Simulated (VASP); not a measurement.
Wanted: the native input for a VASP 6.6.1 run.

- Task: single point
- Functional: LDA
- Potentials or basis: VASP PAW LDA potentials, release 64 (Ga_d, As)
- Cutoff: 520 eV
- k mesh: 10 × 10 × 10
- Occupations: gaussian, width 0.1 eV
- Spin: no spin polarisation
- Dipole correction: no
- Further INCAR settings: ALGO = Normal; EDIFF = 1e-07; NBANDS = 16

The structure of GaAs lies in POSCAR:

```
GaAs
1.0
    0.0000000000      2.8015378761      2.8015378761
    2.8015378761      0.0000000000      2.8015378761
    2.8015378761      2.8015378761      0.0000000000
Ga As
1 1
Direct
    0.0000000000      0.0000000000      0.0000000000
    0.7500000000      0.7500000000      0.7500000000
```

One way to write it, as run:

INCAR

```
SYSTEM = GaAs
  PREC = Accurate
  ENCUT = 520
  EDIFF = 1E-7
  ISMEAR = 0
  SIGMA = 0.1
  LREAL = .FALSE.
  LASPH = .TRUE.
  NELM = 80
  ALGO = Normal
  ISIF = 2
  LWAVE = .FALSE.
  LCHARG = .TRUE.
  GGA = CA
  LELF = .TRUE.
  LVHAR = .TRUE.
  NBANDS = 16
```

KPOINTS

```
regular mesh
0
G
  10 10 10
  0 0 0
```

Potentials or basis: VASP PAW LDA potentials, release 64 (Ga_d, As).

Command:

```console
$ cat potpaw_LDA.64/Ga_d/POTCAR potpaw_LDA.64/As/POTCAR > POTCAR
$ mpirun -np 1 vasp_std > vasp.out
```

It gave:

The pressure is 0.3 GPa. The band gap on the k mesh is 0.54 eV.

Caveat: semilocal functionals underestimate gaps, and a narrow one can read as zero.

It took 53 s on 1 thread of AMD EPYC 7R13, with other jobs on the host, peak memory 0.14 GiB.
